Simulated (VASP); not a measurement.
Ge: single point with PBE

Crystal: Ge.

```
CELL_PARAMETERS angstrom
5.99994 0.00000 0.00000
0.00000 5.99994 0.00000
0.00000 0.00000 7.15250
ATOMIC_POSITIONS crystal
Ge 0.08825 0.08825 0.00000
Ge 0.41175 0.58825 0.75000
Ge 0.91175 0.91175 0.50000
Ge 0.58825 0.41175 0.25000
Ge 0.17116 0.37141 0.25503
Ge 0.12859 0.67116 0.00503
Ge 0.82884 0.62859 0.75503
Ge 0.87141 0.32884 0.50503
Ge 0.67116 0.12859 0.99497
Ge 0.62859 0.82884 0.24497
Ge 0.32884 0.87141 0.49497
Ge 0.37141 0.17116 0.74497
```

```json
{"Program": "VASP 6.6.1", "Task": "single point", "Functional": "PBE", "Potentials or basis": "VASP PAW PBE potentials, release 64 (Ge_d)", "Cutoff": "500 eV", "k mesh": "5 × 5 × 4", "Occupations": "fermi-dirac, width 0.05 eV", "Spin": "no spin polarisation", "Dipole correction": "no", "Further INCAR settings": "ALGO = Normal; EDIFF = 1e-06; NBANDS = 96"}
```

```yaml
Pressure: -0.1 GPa
Largest_force: 0.109 eV/Å
Band_gap_on_the_k_mesh: 0.59 eV (least direct gap 0.62 eV)
```

Forces on the atoms (eV/Å):
```
Ge   0.040  0.040  0.000
Ge  -0.040  0.040  0.000
Ge  -0.040 -0.040  0.000
Ge   0.040 -0.040  0.000
Ge  -0.006 -0.068 -0.084
Ge   0.068 -0.006 -0.084
Ge   0.006  0.068 -0.084
Ge  -0.068  0.006 -0.084
Ge  -0.006  0.068  0.084
Ge   0.068  0.006  0.084
Ge   0.006 -0.068  0.084
Ge  -0.068 -0.006  0.084
```

Stress tensor (GPa, compression positive):
```
 0.30  0.00  0.00
 0.00  0.30  0.00
 0.00  0.00 -0.90
```

Levels at points of the mesh, in eV from the valence-band top:
```
           k point  band 82  band 83  band 84  band 85  band 86  band 87
(0.00, 0.00, 0.00)    -0.84    -0.84    -0.21     1.44     1.72     1.72
(0.00, 0.00, 0.50)    -1.08    -0.62    -0.62     0.75     0.75     1.58
```

Wall time 11 min on 1 thread of AMD EPYC 7R43 64-Core Processor (Zen 3), on a shared host, peak memory 0.46 GiB.

Caveat: an odd mesh through Γ misses points on the zone boundary, where band edges can lie.
